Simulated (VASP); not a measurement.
Crystal: SnSe.

```
Sn Se
1.0
    11.42000    0.00000    0.00000
     0.00000    4.19000    0.00000
     0.00000    0.00000    4.46000
Sn Se
4 4
Direct
  0.87700 0.75000 0.90900
  0.62300 0.25000 0.40900
  0.37700 0.75000 0.59100
  0.12300 0.25000 0.09100
  0.64300 0.75000 0.98400
  0.85700 0.25000 0.48400
  0.14300 0.75000 0.51600
  0.35700 0.25000 0.01600
```

| Quantity | Value |
| --- | --- |
| Program | VASP 6.6.1 |
| Task | relaxation of cell and atoms |
| Functional | PBEsol |
| Potentials or basis | VASP PAW PBE potentials, release 64 (Sn_d, Se) |
| Cutoff | 600 eV |
| k mesh | 3 × 6 × 6 |
| Occupations | fermi-dirac, width 0.05 eV |
| Spin | no spin polarisation |

At the start: pressure -0.5 GPa; volume 26.68 Å³/atom.

Question: Where does the relaxation end?

Answer: Over 14 steps the energy falls by 7.1 meV/atom and the volume is 25.93 Å³/atom (-2.8 %); space group Pnma (No. 62, to 0.1 Å) before and after.

The path:
| step | energy change (eV) | largest force (eV/Å) | pressure (GPa) | volume (Å³) |
| --- | --- | --- | --- | --- |
| 1 | 0.0000 | 0.2492 | -0.49 | 213.41 |
| 2 | -0.0418 | 0.1106 | -0.16 | 210.86 |
| 3 | -0.0420 | 0.1069 | -0.14 | 210.73 |
| 4 | -0.0464 | 0.0979 | -0.05 | 209.87 |
| 5 | -0.0540 | 0.0683 | 0.23 | 207.29 |
| 6 | -0.0544 | 0.0573 | 0.34 | 206.44 |
| 7 | -0.0559 | 0.0335 | -0.12 | 207.41 |
| 8 | -0.0561 | 0.0207 | 0.01 | 207.14 |
| 9 | -0.0563 | 0.0206 | 0.01 | 207.18 |
| 10 | -0.0565 | 0.0218 | 0.00 | 207.28 |
| 11 | -0.0566 | 0.0136 | 0.00 | 207.31 |
| 12 | -0.0567 | 0.0101 | 0.01 | 207.35 |
| 13 | -0.0567 | 0.0118 | 0.01 | 207.36 |
| 14 | -0.0568 | 0.0100 | -0.01 | 207.44 |

Final structure:
```
Sn Se
1.0
    11.45188    0.00000    0.00000
     0.00000    4.16265    0.00000
     0.00000    0.00000    4.35149
Sn Se
4 4
Direct
  0.88114 0.75000 0.91043
  0.61886 0.25000 0.41043
  0.38114 0.75000 0.58957
  0.11886 0.25000 0.08957
  0.64230 0.75000 0.97986
  0.85770 0.25000 0.47986
  0.14230 0.75000 0.52014
  0.35770 0.25000 0.02014
```

Caveat: the PAW data sets were made with another functional, which shifts forces and pressure a little.
